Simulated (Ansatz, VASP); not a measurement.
## AlN in VASP and in Ansatz

File INCAR:

```
ALGO = Normal ; EDIFF = 1E-7
ENCUT = 520 ; GGA = PS
ISIF = 2 ; ISMEAR = 0
LASPH = True ; LCHARG = False
LREAL = False ; LWAVE = False
NBANDS = 16 ; NELM = 100
PREC = Accurate ; SIGMA = 0.05
```

Contents of KPOINTS:

```
k-points
0
Gamma
  9 9 6
```

POSCAR

```
AlN
1.0
    3.4006000000      0.0000000000      0.0000000000
   -1.7003000000      2.9450059881      0.0000000000
    0.0000000000      0.0000000000      4.2655000000
Al N
2 2
Direct
    0.3333333333      0.6666666667      0.7500000000
    0.6666666667      0.3333333333      0.2500000000
    0.3333333333      0.6666666667      0.2500000000
    0.6666666667      0.3333333333      0.7500000000
```

Input for Ansatz:

```yaml
crystal:
  lattice:
    - [3.4006, 0.0, 0.0]
    - [-1.7003, 2.9450059881, 0.0]
    - [0.0, 0.0, 4.2655]
  atoms:
    - { symbol: Al, position: [0.3333333333, 0.6666666667, 0.75] }
    - { symbol: Al, position: [0.6666666667, 0.3333333333, 0.25] }
    - { symbol: "N", position: [0.3333333333, 0.6666666667, 0.25] }
    - { symbol: "N", position: [0.6666666667, 0.3333333333, 0.75] }
basis:
  ecutwfc: 520.0
kpoints:
  mp_grid: { grid: [9, 9, 6] }
hamiltonian:
  xc: pbesol
scf:
  occupations: { method: gaussian, width: 0.05 }
output:
  forces: true
  stress: true
  eigenvalues: true
```

Alike in both runs: task single point; functional PBEsol; k mesh 9 × 9 × 6; occupations gaussian, width 0.05 eV; no spin polarisation.

```csv
,VASP,Ansatz
version,VASP 6.6.1,Ansatz 0.2.0
potentials or method,"VASP PAW PBE potentials, release 64 (Al, N), cutoff 520 eV","scalar-relativistic, plane waves, PAW"
valence electrons in the cell,16,16
```

|  | VASP | Ansatz | Ansatz less VASP |
| --- | --- | --- | --- |
| gap on the k mesh at the Fermi level (eV) | 2.69 | 2.68 | -0.010 |
| least direct gap on the mesh (eV) | 2.69 | 2.68 | -0.010 |
| pressure (GPa) | -16.2 | -16.0 | +0.11 |
| traceless stress, the component that is largest in VASP (GPa) | 1.76 | 1.76 | 0.000 |

VASP's potentials were made for PBE, not for PBEsol. With one functional, cell and mesh, what is left measures potentials, basis and numerics.
